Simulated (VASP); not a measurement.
Runs of VASP 6.6.1 on Rb. The structure is that of space group P6_3/mmc (No. 194), or close to it. The cells are those of the table. This isn't the form of Rb at room conditions, which is bcc.

```csv
cell,gap on the mesh (eV),pressure (GPa)
"a = 5.101, b = 5.101, c = 8.447 Å, angles 90.0, 90.0, 120.0°, 2 atoms",none,-0.1
"a = 4.966, b = 4.966, c = 8.224 Å, angles 90.0, 90.0, 120.0°, 2 atoms",none,(a)
"a = 5.034, b = 5.034, c = 8.337 Å, angles 90.0, 90.0, 120.0°, 2 atoms",none,0.0
"a = 5.068, b = 5.068, c = 8.392 Å, angles 90.0, 90.0, 120.0°, 2 atoms",none,-0.1
```

Alike in all rows: task electric field gradients; level PBE; potentials or basis VASP PAW PBE potentials, release 64 (Rb_sv); no spin polarisation; k mesh 11 × 11 × 6; cutoff (eV) 520; smearing fermi-dirac 0.03 eV.

Question: Fill in the values left out.

Answer: (a) 0.1.

A k mesh can miss the band edges, and the runs leave out spin-orbit coupling on Rb.

A gap of «none» marks levels without a gap at the run's occupations.
